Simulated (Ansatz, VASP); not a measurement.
# Two plane-wave programs on Ir

File INCAR:

```
SYSTEM = Ir
ALGO = Fast
EDIFF = 1E-6
ENCUT = 520
GGA = PE
ISIF = 2
ISMEAR = 0
LASPH = .True.
LCHARG = .False.
LREAL = .False.
LWAVE = .False.
NBANDS = 10
NELM = 100
PREC = Accurate
SIGMA = 0.15
```

File KPOINTS:

```
k-points
0
Gamma
  22 22 22
  0 0 0
```

Contents of POSCAR:

```
Ir
1.0
    0.0000000000      2.2776745545      1.5087316249
    2.2776745545      0.0000000000      1.5087316249
    2.2776745545      2.2776745545      0.0000000000
Ir
1
Direct
    0.0000000000      0.0000000000      0.0000000000
```

Input for Ansatz:

```yaml
crystal:
  lattice:
    - [0.0, 2.2776745545, 1.5087316249]
    - [2.2776745545, 0.0, 1.5087316249]
    - [2.2776745545, 2.2776745545, 0.0]
  atoms:
    - { symbol: Ir, position: [0.0, 0.0, 0.0] }
basis:
  ecutwfc: 420
kpoints:
  mp_grid: { grid: [22, 22, 22] }
hamiltonian:
  xc: pbe
  pseudopotentials: { kind: paw, azcp: { folder: soft_1 } }
scf:
  occupations: { method: gaussian, width: 0.15 }
output:
  forces: true
  stress: true
  eigenvalues: true
  write_density: true
  write_potential: true
  elf: true
  volumetric_format: npy
```

Alike in both runs: task single point; functional PBE; k mesh 22 × 22 × 22; occupations gaussian, width 0.15 eV; no spin polarisation.

|  | VASP | Ansatz |
| --- | --- | --- |
| version | VASP 6.6.1 | Ansatz 0.2.0 |
| potentials or method | VASP PAW PBE potentials, release 64 (Ir), cutoff 520 eV | scalar-relativistic, plane waves, PAW |
| valence electrons in the cell | 9 | 17 |

Ansatz gave:

* gap on the k mesh at the Fermi level (eV): none
* pressure (GPa): -12.2
* traceless stress, the component that is largest in VASP (GPa): -17.34

Problem. Estimate VASP's values.

Solution. gap on the k mesh at the Fermi level (eV): none; pressure (GPa): -11.8; traceless stress, the component that is largest in VASP (GPa): -17.04.

A gap of «none» marks a metal or a gap that the smearing closes. VASP's potentials hold 9 valence electrons a cell and Ansatz's 17, so a difference there can come from the potentials and not from the codes.

Spin-orbit coupling is off throughout.
